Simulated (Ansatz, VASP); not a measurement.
One calculation of Al, two programs

```xyz
1
Lattice="-1.5912 1.5972 1.5972 1.5912 -1.5853 1.5853 1.5912 1.5853 -1.5853" Properties=species:S:1:pos:R:3 pbc="T T T"
Al    0.0000    0.0000    0.0000
```

Change from the starting cell: strain +0.0075 x Voigt [0, 0, 0, 1, 0, 0], atoms carried along.

Alike in both runs: task single point; functional r2SCAN; k mesh 20 × 20 × 20; occupations gaussian, width 0.15 eV; no spin polarisation.

```csv
,VASP,Ansatz
version,VASP 6.6.1,Ansatz 0.2.0
potentials or method,"VASP PAW PBE potentials, release 64 (Al), cutoff 520 eV","scalar-relativistic, plane waves, PAW"
valence electrons in the cell,3,3
```

```tsv
	VASP	Ansatz	Ansatz less VASP
gap on the k mesh at the Fermi level (eV)	none	none	-
pressure (GPa)	0.2	0.5	+0.31
traceless stress, the component that is largest in VASP (GPa)	-0.24	-0.24	0.000
```

VASP's potentials were made for PBE, not for r2SCAN. A gap of «none» marks a metal or a gap that the smearing closes.
